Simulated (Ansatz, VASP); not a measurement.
**Pt: VASP beside Ansatz**

INCAR

```
SYSTEM = Pt
PREC = Accurate
ENCUT = 520
EDIFF = 1E-6
ISMEAR = 0
SIGMA = 0.15
LREAL = .FALSE.
LASPH = .TRUE.
NELM = 80
ALGO = Fast
ISIF = 2
LWAVE = .FALSE.
LCHARG = .TRUE.
GGA = PE
LELF = .TRUE.
LVHAR = .TRUE.
NBANDS = 11
```

KPOINTS

```
Automatic mesh
0
G
  20 20 20
  0 0 0
```

The input POSCAR:

```
Pt
1.0
    0.2977447067      2.1139874177      2.1139874177
    2.1139874177      0.2977447067      2.1139874177
    2.1139874177      2.1139874177      0.2977447067
Pt
1
Direct
    0.0000000000      0.0000000000      0.0000000000
```

Input for Ansatz:

```yaml
crystal:
  lattice:
    - [0.2977447067, 2.1139874177, 2.1139874177]
    - [2.1139874177, 0.2977447067, 2.1139874177]
    - [2.1139874177, 2.1139874177, 0.2977447067]
  atoms:
    - { symbol: Pt, position: [0.0, 0.0, 0.0] }
basis:
  ecutwfc: 420
kpoints:
  mp_grid: { grid: [20, 20, 20] }
hamiltonian:
  xc: pbe
  pseudopotentials: { kind: paw, azcp: { folder: soft_1 } }
scf:
  occupations: { method: gaussian, width: 0.15 }
output:
  forces: true
  stress: true
  eigenvalues: true
```

Change from the starting cell: equal engineering shear yz, xz and xy +0.1500, equal normal strain along x, y and z -0.0100.

Alike in both runs: task single point; functional PBE; k mesh 20 × 20 × 20; occupations gaussian, width 0.15 eV; no spin polarisation.

```csv
,VASP,Ansatz
version,VASP 6.6.1,Ansatz 0.2.0
potentials or method,"VASP PAW PBE potentials, release 64 (Pt), cutoff 520 eV","scalar-relativistic, plane waves, PAW"
valence electrons in the cell,10,18
```

|  | VASP | Ansatz | Ansatz less VASP |
| --- | --- | --- | --- |
| gap on the k mesh at the Fermi level (eV) | none | none | - |
| pressure (GPa) | 30.9 | 31.4 | +0.59 |
| traceless stress, the component that is largest in VASP (GPa) | -19.01 | -19.07 | -0.060 |

A gap of «none» marks a metal or a gap that the smearing closes. Both programs put the cell under a high pressure, so it lies far from rest at this level. VASP's potentials hold 10 valence electrons a cell and Ansatz's 18, so a difference there can come from the potentials and not from the codes.

Spin-orbit coupling is off throughout.
